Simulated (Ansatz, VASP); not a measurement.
# One calculation of Ba2TeS, two programs

```xyz
4
Lattice="2.3756 1.3716 7.8225 -2.3756 1.3716 7.8225 0.0000 -2.7431 7.8225" Properties=species:S:1:pos:R:3 pbc="T T T"
S     2.3756    1.3716    7.8225
Te    0.0000    0.0000   11.7338
Ba    0.0000    0.0000    6.0438
Ba    0.0000    0.0000   17.4238
```

Alike in both runs: task single point; functional r2SCAN; k mesh 6 × 6 × 6; no spin polarisation.

|  | VASP | Ansatz |
| --- | --- | --- |
| version | VASP 6.6.1 | Ansatz 0.2.0 |
| potentials or method | VASP PAW PBE potentials, release 64 (S, Te, Ba_sv) | plane waves, PAW |
| plane-wave cutoff (eV) | 520 | 500 |
| occupations | gaussian, width 0.01 eV | fixed |
| valence electrons in the cell | 32 | 42 |

|  | VASP | Ansatz | Ansatz less VASP |
| --- | --- | --- | --- |
| gap on the k mesh at the Fermi level (eV) | 1.89 | 1.97 | +0.071 |
| pressure (GPa) | 0.4 | 0.0 | -0.42 |

VASP's potentials were made for PBE, not for r2SCAN. VASP's potentials hold 32 valence electrons a cell and Ansatz's 42, so a difference there can come from the potentials and not from the codes.

Neither program's run includes spin-orbit coupling.
